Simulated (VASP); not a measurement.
ZrAg3: single point with PBE

Crystal: ZrAg3.

```
Zr Ag
1.0
     4.30093    0.00000    0.00000
     0.00000    4.30093    0.00000
     0.00000    0.00000    4.30093
Zr Ag
1 3
Direct
  0.00000 0.00000 0.00000
  0.00000 0.50000 0.50000
  0.50000 0.50000 0.00000
  0.50000 0.00000 0.50000
```

* Program: VASP 6.6.1
* Task: single point
* Functional: PBE
* Potentials or basis: VASP PAW PBE potentials, release 64 (Zr_sv, Ag)
* Cutoff: 520 eV
* k mesh: 8 × 8 × 8
* Occupations: gaussian, width 0.05 eV
* Spin: no spin polarisation
* Dipole correction: no
* Further INCAR settings: ALGO = Normal; EDIFF = 1e-06; NBANDS = 30

| Property | Result |
| --- | --- |
| Pressure | -1.8 GPa |
| Band gap on the k mesh | zero (an odd number of electrons rules out a gap without spin polarisation) |

Levels at points of the mesh, in eV from the Fermi level:
| k point | band 21 | band 22 | band 23 | band 24 | band 25 | band 26 |
| --- | --- | --- | --- | --- | --- | --- |
| (0.00, 0.00, 0.00) | 0.50 | 0.50 | 1.70 | 1.70 | 1.70 | 2.13 |
| (0.50, 0.00, 0.00) | -3.09 | -0.03 | -0.03 | 0.16 | 1.47 | 2.01 |
| (0.50, 0.50, 0.00) | -2.19 | -0.83 | -0.83 | 0.43 | 0.43 | 1.51 |
| (0.50, 0.50, 0.50) | -0.34 | -0.34 | -0.22 | -0.03 | -0.03 | -0.03 |

Wall time 22 s on 1 thread of Intel(R) Xeon(R) 6975P-C (Granite Rapids), with other jobs on the host, peak memory 0.21 GiB.
